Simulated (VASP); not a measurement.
Input of a VASP 6.6.1 run:

POSCAR

```
Sc
1.0
    3.2867912771      0.0000000000      0.0000000000
   -1.6433956386      2.8464447429      0.0000000000
    0.0000000000      0.0000000000      5.2379076584
Sc
2
Direct
    0.6666666667      0.3333333333      0.7500000000
    0.3333333333      0.6666666667      0.2500000000
```

INCAR.step1

```
ALGO = Normal
EDIFF = 1E-4
ENCUT = 520
GGA = PE
ISMEAR = -1
LASPH = True
LCHARG = False
LREAL = False
LWAVE = True
NBANDS = 18
NELM = 80
PREC = Accurate
SIGMA = 0.05
```

The input INCAR.step2:

```
ALGO = Normal
EDIFF = 1E-7
ENCUT = 520
ISIF = 2
ISMEAR = -1
ISTART = 1
LASPH = True
LCHARG = True
LELF = True
LMIXTAU = True
LREAL = False
LVHAR = True
LWAVE = False
METAGGA = R2SCAN
NBANDS = 18
NELM = 80
PREC = Accurate
SIGMA = 0.05
```

KPOINTS

```
k-points
0
Gamma
  9 9 5
```

Potentials or basis: VASP PAW PBE potentials, release 64 (Sc_sv).

The run is started by

```console
$ cat potpaw_PBE.64/Sc_sv/POTCAR > POTCAR
$ cp INCAR.step1 INCAR
$ mpirun -np 1 vasp_std > vasp.out
$ cp INCAR.step2 INCAR
$ mpirun -np 1 vasp_std > vasp.out
```

Problem. Estimate the band gap on the k mesh.

Solution. Zero (band 11 reaches 4.51 eV, above the bottom of band 12 at 3.31 eV).

Problem. Estimate the pressure.

Solution. 1.3 GPa.

Stress tensor (GPa, compression positive):
```
1.85 0.00 0.00
0.00 1.85 0.00
0.00 0.00 0.15
```

Caveat: the PAW data sets were made with another functional, which shifts forces and pressure a little.
